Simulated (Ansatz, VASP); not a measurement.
# Two plane-wave programs on Si

```xyz
2
Lattice="0.0000 2.7348 2.7348 2.7348 0.0000 2.7348 2.7348 2.7348 0.0000" Properties=species:S:1:pos:R:3 pbc="T T T"
Si    0.0000    0.0000    0.0000
Si    1.3674    1.3674    1.3674
```

Alike in both runs: task single point; functional PBE; k mesh 8 × 8 × 8; occupations gaussian, width 0.02 eV; no spin polarisation.

|  | VASP | Ansatz |
| --- | --- | --- |
| version | VASP 6.6.1 | Ansatz 0.2.0 |
| potentials or method | VASP PAW PBE potentials, release 64 (Si), cutoff 500 eV | scalar-relativistic, plane waves, PAW |
| valence electrons in the cell | 8 | 8 |

|  | VASP | Ansatz | Ansatz less VASP |
| --- | --- | --- | --- |
| gap on the k mesh at the Fermi level (eV) | 0.65 | 0.65 | -0.002 |
| least direct gap on the mesh (eV) | 2.56 | 2.55 | -0.005 |
| pressure (GPa) | 0.0 | 0.0 | +0.05 |
